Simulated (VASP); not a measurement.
# Co (Fd-3m) in VASP: further runs, part 2 of 2

VASP 6.6.1.

### 3 Single point, PBEsol, collinear spin, ferromagnetic start

This run uses another cell than the first one, of 14.26 Å³/atom, 1.042 times its volume.

INCAR

```
  PREC = Accurate
  ENCUT = 520
  EDIFF = 1E-6
  ISMEAR = -1
  SIGMA = 0.05
  LREAL = F
  LASPH = T
  NELM = 150
  ALGO = Normal
  ISIF = 2
  LWAVE = F
  LCHARG = T
  ISPIN = 2
  MAGMOM = -0.337 -0.337
  LORBIT = 11
  LMAXMIX = 4
  GGA = PS
  LELF = T
  LVHAR = T
  NBANDS = 20
```

KPOINTS

```
Automatic mesh
0
Gamma
  13 13 13
```

POSCAR

```
Co
1.0
    0.0000000000      2.4251760028      2.4251760028
    2.4251760028      0.0000000000      2.4251760028
    2.4251760028      2.4251760028      0.0000000000
Co
2
Direct
    0.1250000000      0.1250000000      0.1250000000
    0.8750000000      0.8750000000      0.8750000000
```

Potentials or basis: VASP PAW PBE potentials, release 64 (Co).

Launch:

```sh
$ cat potpaw_PBE.64/Co/POTCAR > POTCAR
$ mpirun -np 1 vasp_std > vasp.out
```

Run time: 2.4 min. Hardware: 1 thread of Intel Xeon Platinum 8259CL at 2.50GHz (Skylake/Cascade Lake), shared host; peak memory 0.21 GiB.

The run converged. Its results:

- Free energy: -12.6555 eV
- Pressure: -1.4 GPa
- Net moment: -0.74 μB per cell
- Site moments: Co -0.36 μB
- Valence electrons inside the program's atomic spheres: Co 8.40

Levels at points of the mesh, in eV from the Fermi level:
Spin up:
```tsv
k point	band 6	band 7	band 8	band 9	band 10	band 11	band 12	band 13
(0.00, 0.00, 0.00)	-2.82	-0.90	-0.90	-0.90	0.54	0.54	13.75	13.75
```
Spin down:
```tsv
k point	band 8	band 9	band 10	band 11	band 12	band 13
(0.00, 0.00, 0.00)	-1.27	-1.27	0.15	0.15	13.64	13.64
```

Caveat: the PAW data sets were made with another functional, which shifts forces and pressure a little.

### 4 Single point, PBEsol, collinear spin, ferromagnetic start (volume scaled by 1.04)

INCAR

```
SYSTEM = Co
ALGO = Normal ; EDIFF = 1E-7
ENCUT = 520 ; GGA = PS
ISIF = 2 ; ISMEAR = -1
ISPIN = 2 ; LASPH = .True.
LCHARG = .False. ; LMAXMIX = 4
LORBIT = 11 ; LREAL = .False.
LWAVE = .False. ; MAGMOM = -0.337 -0.337
NBANDS = 20 ; NELM = 150
PREC = Accurate ; SIGMA = 0.05
```

KPOINTS

```
k-points
0
Gamma
  13 13 13
  0 0 0
```

POSCAR

```
Co
1.0
    0.0000000000      2.4570898731      2.4570898731
    2.4570898731      0.0000000000      2.4570898731
    2.4570898731      2.4570898731      0.0000000000
Co
2
Direct
    0.1250000000      0.1250000000      0.1250000000
    0.8750000000      0.8750000000      0.8750000000
```

Potentials or basis: VASP PAW PBE potentials, release 64 (Co).

Launch:

```sh
$ cat potpaw_PBE.64/Co/POTCAR > POTCAR
$ mpirun -np 1 vasp_std > vasp.out
```

OUTCAR:

```text
SYSTEM = Co
   EDIFF = 1E-7
   ENCUT = 520
   GGA = PS
   ISIF = 2
   ISMEAR = -1
   ISPIN = 2
   LASPH = .True.
   LORBIT = 11
   LREAL = .False.
   NELM = 150
   PREC = Accurate

 ion  position               nearest neighbor table
   1  0.125  0.125  0.125-   2 2.13   2 2.13   2 2.13   2 2.13
   2  0.875  0.875  0.875-   1 2.13   1 2.13   1 2.13   1 2.13

  LATTYP: Found a face centered cubic cell.
 ALAT       =     4.9141797462

  Lattice vectors:

 A1 = (   0.0000000000,   2.4570898731,   2.4570898731)
 A2 = (   2.4570898731,   0.0000000000,   2.4570898731)
 A3 = (   2.4570898731,   2.4570898731,   0.0000000000)

Analysis of symmetry for initial positions (statically):
=====================================================================
 Subroutine PRICEL returns:
[... 1319 lines left out ...]
  energy-cutoff  :      520.00
  volume of cell :       29.67
      direct lattice vectors                 reciprocal lattice vectors
     0.000000000  2.457089873  2.457089873    -0.203492760  0.203492760  0.203492760
     2.457089873  0.000000000  2.457089873     0.203492760 -0.203492760  0.203492760
     2.457089873  2.457089873  0.000000000     0.203492760  0.203492760 -0.203492760

 POSITION                                       TOTAL-FORCE (eV/Angst)
 -----------------------------------------------------------------------------------
      0.61427      0.61427      0.61427        -0.000000     -0.000000     -0.000000
      4.29991      4.29991      4.29991         0.000000      0.000000      0.000000
 -----------------------------------------------------------------------------------
    total drift:                                0.000000      0.000000     -0.000000

  FREE ENERGIE OF THE ION-ELECTRON SYSTEM (eV)
  ---------------------------------------------------
  free  energy   TOTEN  =       -12.6289004319 eV

  energy  without entropy=      -12.5942727583  energy(sigma->0) =      -12.61158660

 total charge

# of ion       s       p       d       tot
------------------------------------------
    1        0.556   0.410   7.366   8.332
    2        0.556   0.410   7.366   8.332
--------------------------------------------------
tot          1.111   0.820  14.733  16.664

 magnetization (x)

# of ion       s       p       d       tot
------------------------------------------
    1        0.008  -0.001  -0.503  -0.495
    2        0.008  -0.001  -0.503  -0.495
--------------------------------------------------
tot          0.016  -0.001  -1.005  -0.990
```

OSZICAR:

```text
N       E                     dE             d eps       ncg     rms          rms(c)
DAV:   1     0.899285849462E+02    0.89929E+02   -0.76232E+03  6856   0.108E+03
DAV:   2    -0.994072552418E+01   -0.99869E+02   -0.88598E+02  6772   0.209E+02
DAV:   3    -0.145765033679E+02   -0.46358E+01   -0.44745E+01  7664   0.564E+01
DAV:   4    -0.146451170039E+02   -0.68614E-01   -0.68564E-01  8184   0.617E+00
DAV:   5    -0.146471838971E+02   -0.20669E-02   -0.20668E-02  8020   0.101E+00    0.124E+01
DAV:   6    -0.136221546075E+02    0.10250E+01   -0.11566E+01  7824   0.594E+01    0.785E+00
DAV:   7    -0.126507971857E+02    0.97136E+00   -0.30788E+00  8004   0.270E+01    0.160E+00
DAV:   8    -0.126290835109E+02    0.21714E-01   -0.29281E-02  9120   0.148E+00    0.856E-01
DAV:   9    -0.126251509908E+02    0.39325E-02   -0.23632E-03  9668   0.485E-01    0.379E-01
DAV:  10    -0.126262617889E+02   -0.11108E-02   -0.10424E-03  9316   0.392E-01    0.298E-01
DAV:  11    -0.126283980323E+02   -0.21362E-02   -0.22135E-03  9172   0.685E-01    0.168E-01
DAV:  12    -0.126288492551E+02   -0.45122E-03   -0.16565E-03  9160   0.570E-01    0.106E-01
DAV:  13    -0.126288974553E+02   -0.48200E-04   -0.15150E-04  8480   0.151E-01    0.570E-02
DAV:  14    -0.126288932747E+02    0.41806E-05   -0.26489E-05  9192   0.704E-02    0.215E-02
DAV:  15    -0.126289003340E+02   -0.70593E-05   -0.15863E-05  8812   0.630E-02    0.405E-03
DAV:  16    -0.126289004697E+02   -0.13571E-06   -0.36619E-07  7548   0.645E-03    0.614E-04
DAV:  17    -0.126289004319E+02    0.37802E-07   -0.39281E-08  3832   0.281E-03
   1 F= -.12628900E+02 E0= -.12611587E+02  d E =-.346277E-01  mag=    -1.0139
```

It took 2.6 min on 1 thread of Intel Xeon Platinum 8259CL at 2.50GHz (Skylake/Cascade Lake), shared host; peak memory 0.21 GiB.

Results:

| Property | Result |
| --- | --- |
| Free energy | -12.6289 eV |
| Pressure | -5.8 GPa |
| Net moment | -1.01 μB per cell |
| Site moments | Co -0.49 μB |
| Valence electrons inside the program's atomic spheres | Co 8.33 |

Caveat: the cell differs from its parent crystal (volume scaled by 1.04); the PAW data sets were made with another functional, which shifts forces and pressure a little.

### 5 Single point, PBEsol, collinear spin, ferromagnetic start

This run uses another cell than the first one, of 14.26 Å³/atom, 1.042 times its volume.

INCAR

```
  PREC = Accurate
  ENCUT = 600
  EDIFF = 1E-6
  ISMEAR = -1
  SIGMA = 0.05
  LREAL = False
  LASPH = True
  NELM = 200
  ALGO = Normal
  ISIF = 2
  LWAVE = False
  LCHARG = False
  ISPIN = 2
  MAGMOM = 1.7 1.7
  LORBIT = 11
  LMAXMIX = 4
  GGA = PS
  NBANDS = 20
  GGA_COMPAT = False
```

KPOINTS

```
Automatic mesh
0
Gamma
  11 11 11
```

POSCAR

```
Co
1.0
    0.0000000000      2.4251754294      2.4251754294
    2.4251754294      0.0000000000      2.4251754294
    2.4251754294      2.4251754294      0.0000000000
Co
2
Direct
    0.1250000000      0.1250000000      0.1250000000
    0.8750000000      0.8750000000      0.8750000000
```

Launch:

```sh
$ cat potpaw_PBE.64/Co/POTCAR > POTCAR
$ mpirun -np 1 vasp_std > vasp.out
```

Wall time 45 s (1 thread of Intel Xeon 6975P-C (Granite Rapids), shared host); peak memory 0.2 GiB.

Results (log left out):

| Property | Result |
| --- | --- |
| Free energy | -12.6558 eV |
| Pressure | -1.4 GPa |
| Net moment | 0.74 μB per cell |
| Site moments | Co +0.36 μB |
| Valence electrons inside the program's atomic spheres | Co 8.40 |

Levels at points of the mesh, in eV from the Fermi level:
Spin up:
| k point | band 6 | band 7 | band 8 | band 9 | band 10 | band 11 | band 12 | band 13 | band 14 | band 15 |
| --- | --- | --- | --- | --- | --- | --- | --- | --- | --- | --- |
| (0.00, 0.00, 0.00) | -3.16 | -1.28 | -1.28 | -1.28 | 0.15 | 0.15 | 13.63 | 13.63 | 13.63 | 13.88 |
Spin down:
```
           k point  band 7  band 8  band 9  band 10  band 11  band 12
(0.00, 0.00, 0.00)   -0.90   -0.90   -0.90     0.54     0.54    13.75
```

Caveat: the PAW data sets were made with another functional, which shifts forces and pressure a little.

### 6 Overview

| cell | k mesh | cutoff (eV) | gap on the mesh (eV) | pressure (GPa) | moment (μB) |
| --- | --- | --- | --- | --- | --- |
| a = 3.383 Å, angles 60.0°, 2 atoms | 13 × 13 × 13 | 520 | none | 4.4 | 0.48 |
| a = 3.430 Å, angles 60.0°, 2 atoms | 13 × 13 × 13 | 520 | none | -1.4 | 0.74 |
| a = 3.475 Å, angles 60.0°, 2 atoms | 13 × 13 × 13 | 520 | none | -5.8 | 1.01 |
| a = 3.430 Å, angles 60.0°, 2 atoms | 11 × 11 × 11 | 600 | none | -1.4 | 0.74 |

Alike in all rows: task single point; level PBEsol; potentials or basis VASP PAW PBE potentials, release 64 (Co); spin collinear, ferromagnetic start; smearing fermi-dirac 0.05 eV.

Caveats: the PAW data sets were made with another functional, which shifts forces and pressure a little.

Absolute energies hang on the potentials; compare differences alone.
